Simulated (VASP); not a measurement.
# Ta in VASP: single point with PBE

Aim: the single point of Ta with PBE.

Program: VASP 6.6.1. These are calculated values, not measurements. Logs are shortened: lines on timing, memory, paths and dates and some standing lists are left out, and cuts for length are marked.

## 1. The cell of the first run

The cell holds an amorphous packing of atoms, 12 atoms: a = 5.756 Å, b = 7.203 Å, c = 5.587 Å, α = 80.41°, β = 89.69°, γ = 77.95°.

## 2. Single point, PBE

INCAR reads:

```
SYSTEM = Ta
PREC = Accurate ; ENCUT = 520
EDIFF = 1E-6 ; ISMEAR = 0
SIGMA = 0.1 ; LREAL = .FALSE.
LASPH = .TRUE. ; NELM = 100
ALGO = Normal ; ISIF = 2
LWAVE = .FALSE. ; LCHARG = .FALSE.
GGA = PE ; ISYM = 0
NBANDS = 78
```

KPOINTS reads:

```
Automatic mesh
0
G
  4 3 4
  0 0 0
```

POSCAR reads:

```
Ta
1.0
    5.7183102034      0.6540677927     -0.0344135276
    0.6987490997      7.1531096025      0.4767986912
   -0.0011585435      0.5666354464      5.5583746323
Ta
12
Direct
    0.9490855436      0.5683455567      0.6542422383
    0.2335920509      0.9014518863      0.3034969312
    0.0750252717      0.5692719543      0.1537172531
    0.4490995287      0.5683421279      0.6542209105
    0.7904815971      0.2361715778      0.5044696338
    0.2904777480      0.2361758264      0.5044299779
    0.3986992211      0.2364492206      0.0033089398
    0.7336077392      0.9014536238      0.3035291740
    0.1254354110      0.9011889610      0.8046291901
    0.6254289236      0.9011835487      0.8046594684
    0.8986966604      0.2364290720      1.0033214526
    0.5750164412      0.5692818801      0.1537328777
```

Potentials or basis: VASP PAW PBE potentials, release 64 (Ta_pv).

Run with:

```console
cat potpaw_PBE.64/Ta_pv/POTCAR > POTCAR
mpirun -np 1 vasp_std > vasp.out
```

OUTCAR:

```text
SYSTEM = Ta
   PREC = Accurate
   ENCUT = 520
   EDIFF = 1E-6
   ISMEAR = 0
   LREAL = .FALSE.
   LASPH = .TRUE.
   NELM = 100
   ISIF = 2
   GGA = PE
   ISYM = 0

 ion  position               nearest neighbor table
   1  0.949  0.568  0.654-   4 2.88   4 2.88   3 2.88  11 2.89   3 2.89   8 2.89  10 2.95   5 2.97
                             6 3.00   9 3.03   7 3.48   2 3.51  12 3.52  12 3.54
   2  0.234  0.901  0.303-   9 2.86   9 2.86   8 2.88   8 2.88   4 2.89   6 2.90   3 2.97  12 3.00
                            11 3.02   7 3.02   5 3.45   1 3.51  10 3.58  10 3.60
   3  0.075  0.569  0.154-  12 2.88  12 2.88   1 2.88   9 2.89   1 2.89   6 2.89   7 2.95   2 2.97
                             8 3.00  11 3.03  10 3.48   5 3.51   4 3.52   4 3.54
   4  0.449  0.568  0.654-   1 2.88   1 2.88  12 2.88   7 2.89  12 2.89   2 2.89   9 2.95   6 2.97
                             5 3.00  10 3.03  11 3.48   8 3.51   3 3.52   3 3.54
   5  0.790  0.236  0.504-  11 2.86  11 2.86   6 2.88   6 2.88  12 2.89   8 2.90   1 2.97   4 3.00
                             9 3.02  10 3.02   2 3.45   3 3.51   7 3.58   7 3.60
   6  0.290  0.236  0.504-   7 2.86   7 2.86   5 2.88   5 2.88   3 2.89   2 2.90   4 2.97   1 3.00
                            10 3.02   9 3.02   8 3.45  12 3.51  11 3.58  11 3.60
   7  0.399  0.236  0.003-   6 2.86   6 2.86  11 2.88  11 2.88  10 2.89   4 2.89   3 2.95   8 3.02
                             2 3.02  12 3.03   9 3.47   1 3.48   5 3.58   5 3.60
   8  0.734  0.901  0.304-  10 2.86  10 2.86   2 2.88   2 2.88   1 2.89   5 2.90  12 2.97   3 3.00
                             7 3.02  11 3.02   6 3.45   4 3.51   9 3.58   9 3.60
   9  0.125  0.901  0.805-   2 2.86   2 2.86  10 2.88  10 2.88  11 2.89   3 2.89   4 2.95   5 3.02
                             6 3.02   1 3.03   7 3.47  12 3.48   8 3.58   8 3.60
  10  0.625  0.901  0.805-   8 2.86   8 2.86   9 2.88   9 2.88   7 2.89  12 2.89   1 2.95   6 3.02
                             5 3.02   4 3.03  11 3.47   3 3.48   2 3.58   2 3.60
  11  0.899  0.236  0.003-   5 2.86   5 2.86   7 2.88   7 2.88   9 2.89   1 2.89  12 2.95   2 3.02
                             8 3.02   3 3.03  10 3.47   4 3.48   6 3.58   6 3.60
  12  0.575  0.569  0.154-   3 2.88   3 2.88   4 2.88  10 2.89   4 2.89   5 2.89  11 2.95   8 2.97
                             2 3.00   7 3.03   9 3.48   6 3.51   1 3.52   1 3.54

IMPORTANT INFORMATION: All symmetrisations will be switched off!
NOSYMM: (Re-)initialisation of all symmetry stuff for point group C_1.

----------------------------------------------------------------------------------------

                                     Primitive cell

  volume of cell :     223.2586

  direct lattice vectors                    reciprocal lattice vectors
     5.718310203  0.654067793 -0.034413528     0.176877846 -0.017398938  0.001810561
     0.698749100  7.153109602  0.476798691    -0.016371394  0.142366194 -0.014516600
    -0.001158543  0.566635446  5.558374632     0.002499445 -0.012319928  0.181165155

  length of vectors
[... 118 lines left out ...]
   EFERMI_NEDOS =   21; number of points for ismear=-14 and -15
   IALGO  =     38    algorithm
   IMIX   =      4    mixing-type and parameters
     AMIX     =   0.40;   BMIX     =  1.00
     AMIX_MAG =   1.60;   BMIX_MAG =  1.00
  volume/ion in A,a.u.               =      18.60       125.55
  Fermi-wavevector in a.u.,A,eV,Ry     =   1.374032  2.596544 25.687300  1.887963
  Thomas-Fermi vector in A             =   2.499495
   LORBIT       =      0    0 simple, 1 ext, 2 COOP (PROOUT), +10 PAW based schemes
   GGA     = PE    functional components
   LHFCALC =     F    Hartree Fock is set to
   AEXX    =    0.0000 exact exchange contribution
   IVDW    =     0    specifies the selected vdW correction
   LEPSILON=     F    determine dielectric tensor
   LRPA    =     F    only Hartree local field effects (RPA)
 non-spin polarized calculation
 Gauss-broadening in eV      SIGMA  =   0.10
  energy-cutoff  :      520.00
  volume of cell :      223.26
 maximum number of plane-waves:      6038
 NGX is ok and might be reduce to    48
   NGX = 21   NGY = 27   NGZ = 21

 number of electron     131.9999993 magnetization

 Free energy of the ion-electron system (eV)
  ---------------------------------------------------
  ext. energy  EPLUGINS =         0.00000000
  ---------------------------------------------------
  free energy    TOTEN  =      -140.31335361 eV

  energy without entropy =     -140.24533711  energy(sigma->0) =     -140.27934536

 E-fermi :   5.4449     XC(G=0): -12.4437

 val. band max:        5.4385649743   @ k =   0.0000  -0.0000   0.5000
 cond. band min:       5.4482252671   @ k =  -0.2500  -0.0000   0.2500
 fundamental gap:      0.0096602928
 Fermi energy:         5.4448753051

 k-point     1 :       0.0000    0.0000    0.0000
  band No.  band energies     occupation
      1     -29.0619      2.00000
      2     -28.9940      2.00000
      3     -28.9386      2.00000
      4     -28.9382      2.00000
      5     -28.9199      2.00000
      6     -28.8858      2.00000
[... 1933 lines left out ...]
     77       7.8549      0.00000
     78       7.9066      0.00000

 [... further k-points ...]
[... 5 lines left out ...]
  --------------------------------------------------------------------------------------
  -------------------------------------------------------------------------------------
  Total        0.4246387      0.0022794      0.0826215      0.0244173     -0.0820671     -0.0572596
  in kB        3.0473482      0.0163580      0.5929193      0.1752268     -0.5889409     -0.4109139
  external PRESSURE =       1.2188752 kB  Pullay stress =       0.0000000 kB

 VOLUME and BASIS-vectors are now :
 -----------------------------------------------------------------------------
  energy-cutoff  :      520.00
  volume of cell :      223.26
      direct lattice vectors                 reciprocal lattice vectors
     5.718310203  0.654067793 -0.034413528     0.176877846 -0.017398938  0.001810561
     0.698749100  7.153109602  0.476798691    -0.016371394  0.142366194 -0.014516600
    -0.001158543  0.566635446  5.558374632     0.002499445 -0.012319928  0.181165155

 POSITION                                       TOTAL-FORCE (eV/Angst)
 -----------------------------------------------------------------------------------
      5.82354      5.05692      3.87485        -0.016086     -0.000269      0.008552
      1.96529      6.77294      2.10872        -0.003503     -0.010662     -0.017330
      0.82662      4.20824      1.12326         0.016050      0.000788     -0.008959
      2.96446      4.72986      3.89193        -0.017303     -0.000028      0.009489
      4.68466      2.49224      2.88943         0.004633      0.010675      0.016730
      1.82549      2.16521      2.90642         0.004843      0.010776      0.018448
      2.44510      1.95400      0.11741        -0.009842      0.009734     -0.011639
      4.82453      7.10002      2.09169        -0.004864     -0.011253     -0.017865
      1.34605      6.98428      4.89780         0.009139     -0.010720      0.012037
      4.20517      7.31129      4.88076         0.009472     -0.010335      0.011329
      5.30423      2.28089      0.10026        -0.009454      0.010927     -0.011125
      3.68573      4.53535      1.10615         0.016914      0.000367     -0.009668
 -----------------------------------------------------------------------------------
    total drift:                               -0.000203     -0.000340      0.000088

  FREE ENERGIE OF THE ION-ELECTRON SYSTEM (eV)
  ---------------------------------------------------
  free  energy   TOTEN  =      -140.3133536075 eV

  energy  without entropy=     -140.2453371095  energy(sigma->0) =     -140.27934536
```

OSZICAR:

```text
N       E                     dE             d eps       ncg     rms          rms(c)
DAV:   1     0.144035507172E+04    0.14404E+04   -0.73030E+04  4056   0.177E+03
DAV:   2    -0.617217617121E+02   -0.15021E+04   -0.14677E+04  4262   0.537E+02
DAV:   3    -0.142565601888E+03   -0.80844E+02   -0.76899E+02  5168   0.103E+02
DAV:   4    -0.145883742205E+03   -0.33181E+01   -0.31898E+01  5000   0.164E+01
DAV:   5    -0.146002452777E+03   -0.11871E+00   -0.11770E+00  5376   0.270E+00    0.442E+01
DAV:   6    -0.141639333353E+03    0.43631E+01   -0.52765E+00  4528   0.109E+01    0.215E+01
DAV:   7    -0.140379917593E+03    0.12594E+01   -0.49006E+00  4768   0.105E+01    0.163E+00
DAV:   8    -0.140321646467E+03    0.58271E-01   -0.39149E-01  5016   0.369E+00    0.105E+00
DAV:   9    -0.140314044331E+03    0.76021E-02   -0.62498E-02  4760   0.112E+00    0.308E-01
DAV:  10    -0.140313488855E+03    0.55548E-03   -0.48024E-03  5304   0.431E-01    0.171E-01
DAV:  11    -0.140313391836E+03    0.97019E-04   -0.10730E-03  5128   0.192E-01    0.100E-01
DAV:  12    -0.140313364821E+03    0.27015E-04   -0.26433E-04  4968   0.904E-02    0.303E-02
DAV:  13    -0.140313355964E+03    0.88569E-05   -0.25368E-05  5160   0.300E-02    0.831E-03
DAV:  14    -0.140313354856E+03    0.11080E-05   -0.31423E-06  3680   0.113E-02    0.475E-03
DAV:  15    -0.140313353627E+03    0.12287E-05   -0.78040E-07  2576   0.556E-03    0.134E-03
DAV:  16    -0.140313353607E+03    0.19856E-07   -0.17408E-07  2520   0.252E-03
   1 F= -.14031335E+03 E0= -.14027935E+03  d E =-.680165E-01
```

Wall time 10 min (1 thread of AMD EPYC 7R43 (Zen 3), shared host); peak memory 0.45 GiB.

What came out:

- Free energy: -140.3134 eV
- Pressure: 0.1 GPa
- Largest force: 0.022 eV/Å
- Band gap on the k mesh: zero (band 66 reaches 5.85 eV, above the bottom of band 67 at 5.03 eV)

Forces on the atoms (eV/Å):
```
Ta  -0.016  0.000  0.009
Ta  -0.004 -0.011 -0.017
Ta   0.016  0.001 -0.009
Ta  -0.017  0.000  0.009
Ta   0.005  0.011  0.017
Ta   0.005  0.011  0.018
Ta  -0.010  0.010 -0.012
Ta  -0.005 -0.011 -0.018
Ta   0.009 -0.011  0.012
Ta   0.009 -0.010  0.011
Ta  -0.009  0.011 -0.011
Ta   0.017  0.000 -0.010
```

Stress tensor (GPa, compression positive):
```
 0.30  0.02 -0.04
 0.02  0.00 -0.06
-0.04 -0.06  0.06
```

Caveat: spin-orbit coupling is left out, which moves the levels of the heavy elements.
